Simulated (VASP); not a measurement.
Input of a VASP 6.6.1 run:

File POSCAR:

```
Al3Cu
1.0
    2.9879648578      0.0000000000      0.0000000000
    0.0000000000      2.9879648578      0.0000000000
    0.0000000000      0.0000000000      6.5424693013
Al Cu
3 1
Direct
    0.0000000000      0.0000000000      0.5000000000
    0.5000000000      0.5000000000      0.2226430006
    0.5000000000      0.5000000000      0.7773569994
    0.0000000000      0.0000000000      0.0000000000
```

INCAR.step1

```
ALGO = Normal ; EDIFF = 1E-4
ENCUT = 520 ; GGA = PE
ISMEAR = 0 ; LASPH = True
LCHARG = False ; LREAL = False
LWAVE = True ; NBANDS = 18
NELM = 60 ; PREC = Accurate
SIGMA = 0.15
```

Contents of INCAR.step2:

```
ALGO = Normal ; EDIFF = 1E-6
ENCUT = 520 ; ISIF = 2
ISMEAR = 0 ; ISTART = 1
LASPH = True ; LCHARG = False
LMIXTAU = True ; LREAL = False
LWAVE = False ; METAGGA = R2SCAN
NBANDS = 18 ; NELM = 60
PREC = Accurate ; SIGMA = 0.15
```

The input KPOINTS:

```
k-points
0
Gamma
  18 18 8
```

Potentials or basis: VASP PAW PBE potentials, release 64 (Al, Cu).

Command:

```console
$ cat potpaw_PBE.64/Al/POTCAR potpaw_PBE.64/Cu/POTCAR > POTCAR
$ cp INCAR.step1 INCAR
$ mpirun -np 1 vasp_std > vasp.out
$ cp INCAR.step2 INCAR
$ mpirun -np 1 vasp_std > vasp.out
```

Q: What does it give for the largest force?

A: 0.061 eV/Å.

Q: Predict the pressure.

A: 0.3 GPa.

Q: Predict the band gap on the k mesh.

A: Zero (bands 10 and 11 overlap by 7.06 eV).

Stress tensor (GPa, compression positive):
```
-2.23  0.00  0.00
 0.00 -2.23  0.00
 0.00  0.00  5.35
```

Caveat: the PAW data sets were made with another functional, which shifts forces and pressure a little.
